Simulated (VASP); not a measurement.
Wanted: the native input for a VASP 6.6.1 run.

- Task: single point
- Functional: PBEsol
- Potentials or basis: VASP PAW PBE potentials, release 64 (Ru_pv)
- Cutoff: 520 eV
- k mesh: 14 × 14 × 8
- Occupations: fermi-dirac, width 0.03 eV
- Spin: no spin polarisation
- Dipole correction: no
- Further INCAR settings: ALGO = Normal; EDIFF = 1e-07; NBANDS = 21

The structure of Ru lies in POSCAR:

```
Ru
1.0
    2.6692299955      0.0000000000      0.0000000000
   -1.3346149977      2.3116209847      0.0000000000
    0.0000000000      0.0000000000      4.2240293924
Ru
2
Direct
    0.3333333333      0.6666666667      0.2500000000
    0.6666666667      0.3333333333      0.7500000000
```

The input as run:

INCAR

```
PREC     = Accurate       # precision mode
ENCUT    = 520            # plane-wave cutoff, eV
EDIFF    = 1E-7           # SCF threshold, eV
ISMEAR   = -1             # smearing method
SIGMA    = 0.03           # smearing width, eV
LREAL    = False          # projectors in reciprocal space
LASPH    = True           # aspherical terms in the spheres
NELM     = 100            # most SCF steps
ALGO     = Normal         # electronic algorithm
ISIF     = 2              # what is computed and relaxed
LWAVE    = False          # write WAVECAR
LCHARG   = False          # write CHGCAR
GGA      = PS             # functional
NBANDS   = 21             # bands
```

KPOINTS

```
regular mesh
0
Gamma
  14 14 8
```

Potentials or basis: VASP PAW PBE potentials, release 64 (Ru_pv).

Launch:

```console
$ cat potpaw_PBE.64/Ru_pv/POTCAR > POTCAR
$ mpirun -np 1 vasp_std > vasp.out
```

It gave:

```json
{
 "Pressure": "8.0 GPa",
 "Band gap on the k mesh": "zero (bands 14 and 15 overlap by 3.36 eV)"
}
```

Caveat: the cell stands under pressure; the PAW data sets were made with another functional, which shifts forces and pressure a little.

Run time: 66 s on 1 thread of Intel Xeon 8259CL, on a shared host, peak memory 0.17 GiB.
